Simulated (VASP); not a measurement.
A run of VASP 6.6.1:

File INCAR:

```
SYSTEM = Pb
PREC = Accurate
ENCUT = 520
EDIFF = 1E-6
ISMEAR = -1
SIGMA = 0.05
LREAL = .False.
LASPH = .True.
NELM = 60
ALGO = Normal
ISIF = 2
LWAVE = .False.
LCHARG = .True.
GGA = CA
LELF = .True.
LVHAR = .True.
NBANDS = 28
```

Contents of KPOINTS:

```
Automatic mesh
0
Gamma
  9 9 1
  0 0 0
```

File POSCAR:

```
Pb
1.0
    3.4800006906      0.0000000000      0.0000000000
   -1.7400003453      3.0137690032      0.0000000000
    0.0000000000      0.0000000000     20.5900000000
Pb
3
Direct
    0.3333333333      0.6666666666      0.3642544925
    0.6666666667      0.3333333334      0.5000000000
    0.3333333333      0.6666666666      0.6357455075
```

Potentials or basis: VASP PAW LDA potentials, release 64 (Pb_d).

Launch:

```console
$ cat potpaw_LDA.64/Pb_d/POTCAR > POTCAR
$ mpirun -np 1 vasp_std > vasp.out
```

Hardware: 1 thread of Intel Xeon 8259CL, on a shared host.

Task: How long does it take, and how much memory?

Result: Wall time 2.7 min on 1 thread of Intel Xeon 8259CL (shared host), peak memory 0.29 GiB. Counts: scf iterations 20, k points 12.
